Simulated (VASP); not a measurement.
SnBr4Cl, 6 atoms in the cell. The structure is tetragonal, space group P4/mmm (No. 123). The conventional cell has a = 5.020 Å, b = 5.020 Å, c = 7.246 Å, α = 90.00°, β = 90.00°, γ = 90.00°. Within 4.2 Å of Sn (site symmetry 4/mmm) lie 8 Br at 3.16 Å. Within 4.0 Å of Br (site symmetry 2mm) lie 2 Cl at 3.03 Å and 2 Sn at 3.16 Å and 6 Br at 3.40 to 3.85 Å. Cl (site symmetry 4/mmm) has 8 Br at 3.03 Å within 4.0 Å. The cell was built from a structure type or drawn by symmetry, and may not be a known phase.

```yaml
Program: VASP 6.6.1
Task: single point
Functional: PBE
Potentials_or_basis: VASP PAW PBE potentials, release 64 (Sn_d, Br, Cl)
Cutoff: 520 eV
k_mesh: 4 × 4 × 4
Occupations: gaussian, width 0.1 eV
Spin: no spin polarisation
Dipole_correction: no
Further_INCAR_settings: ALGO = Normal; EDIFF = 1e-06; NBANDS = 34
```

Potentials or basis: VASP PAW PBE potentials, release 64 (Sn_d, Br, Cl).

The run is started by

```console
$ cat potpaw_PBE.64/Sn_d/POTCAR potpaw_PBE.64/Br/POTCAR potpaw_PBE.64/Cl/POTCAR > POTCAR
$ mpirun -np 1 vasp_std > vasp.out
```

Hardware: 1 thread of Intel Xeon 8259CL, on a shared host.

Q: Estimate the wall time of this run.

A: Run time: 3.1 min on 1 thread of Intel Xeon 8259CL (shared host), peak memory 0.34 GiB. Counts: scf iterations 15, k points 18.
